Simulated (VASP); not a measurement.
Rb4As:

```
Rb As
1.0
     6.95308    0.00000    0.00000
     0.00000    6.95308    0.00000
     0.00000    0.00000    6.95308
Rb As
4 1
Direct
  0.50000 0.50000 0.50000
  0.00000 0.50000 0.50000
  0.50000 0.00000 0.50000
  0.50000 0.50000 0.00000
  0.00000 0.00000 0.00000
```

The cell was generated, and may not be a known phase.

- Program: VASP 6.6.1
- Task: relaxation of cell and atoms
- Functional: PBE
- Potentials or basis: VASP PAW PBE potentials, release 64 (Rb_sv, As)
- Cutoff: 600 eV
- k mesh: 6 × 6 × 6
- Occupations: gaussian, width 0.1 eV
- Spin: no spin polarisation

At the start: pressure 0.4 GPa; volume 67.23 Å³/atom.

How do energy, volume and symmetry change on relaxing?

Over 5 steps the energy falls by 11.9 meV/atom and the volume is 78.47 Å³/atom (+16.7 %); space group Pm-3m (No. 221, to 0.1 Å) before and after.

Step by step:
```
step  energy change (eV)  largest force (eV/Å)  pressure (GPa)  volume (Å³)
   1              0.0000                0.0000            0.39       336.15
   2             -0.0177                0.0000            0.31       344.19
   3             -0.0511                0.0000            0.13       369.09
   4             -0.0461                0.0000           -0.14       422.42
   5             -0.0596                0.0000            0.00       392.36
```

Final structure:
```
Rb As
1.0
     7.32087    0.00000    0.00000
     0.00000    7.32087    0.00000
     0.00000    0.00000    7.32087
Rb As
4 1
Direct
  0.50000 0.50000 0.50000
  0.00000 0.50000 0.50000
  0.50000 0.00000 0.50000
  0.50000 0.50000 0.00000
  0.00000 0.00000 0.00000
```

Caveat: the volume moved by over 15 % at a fixed basis, so the end points are rough.
